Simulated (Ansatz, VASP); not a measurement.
**Two plane-wave programs on P**

```
P
1.0
    -2.43474    0.00000   -0.00524
     0.00000   -2.43463    0.00000
    -1.96759    0.00000    9.58170
P
4
Direct
  0.30000 0.00000 0.87500
  0.70000 0.00000 0.37500
  0.90000 0.00000 0.12500
  0.50000 0.00000 0.62500
```

Alike in both runs: task single point; functional PBEsol; k mesh 24 × 24 × 6; occupations gaussian, width 0.15 eV; no spin polarisation.

```csv
,VASP,Ansatz
version,VASP 6.6.1,Ansatz 0.2.0
potentials or method,"VASP PAW PBE potentials, release 64 (P), cutoff 520 eV","scalar-relativistic, plane waves, PAW"
valence electrons in the cell,20,20
```

Ansatz gave:

- gap on the k mesh at the Fermi level (eV): none
- pressure (GPa): -0.2
- traceless stress, the component that is largest in VASP (GPa): -3.11
- rms of the force components (eV/Å): 0.173

Estimate VASP's values.

gap on the k mesh at the Fermi level (eV): none; pressure (GPa): -0.1; traceless stress, the component that is largest in VASP (GPa): -3.11; rms of the force components (eV/Å): 0.173.

VASP's potentials were made for PBE, not for PBEsol. Atom by atom the forces differ by 0.001 eV/Å (rms over components). A gap of «none» marks a metal or a gap that the smearing closes.
